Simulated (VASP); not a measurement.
Runs of VASP 6.6.1 on Be4S. The structure is that of space group P-43m (No. 215), or close to it. The cells are those of the table. 

| task | cell | k mesh | cutoff (eV) | gap on the mesh (eV) | pressure (GPa) | relaxed volume (Å³/atom) |
| --- | --- | --- | --- | --- | --- | --- |
| single point | a = 3.865 Å, 5 atoms | 10 × 10 × 10 | 520 | none | 0.0 | - |
| relaxation of cell and atoms | relaxed from a = 3.858 Å, 5 atoms | 4 × 4 × 4 | 600 | none | -0.1 | (a) |
| single point | a = 3.864 Å, 5 atoms | 4 × 4 × 4 | 520 | none | 0.0 | - |
| single point | a = 3.858 Å, 5 atoms | 4 × 4 × 4 | 520 | none | 36.4 | - |
| relaxation of cell and atoms | relaxed from a = 3.864 Å, 5 atoms | 10 × 10 × 10 | 600 | none | 0.0 | 11.56 |

Alike in all rows: level PBE; potentials or basis VASP PAW PBE potentials, release 64 (Be, S); no spin polarisation; smearing gaussian 0.1 eV.

**Question.** Fill in the values left out.

**Answer.** (a) 11.53.

Caveats: some runs use coarse meshes.

A gap of «none» marks levels without a gap at the run's occupations.
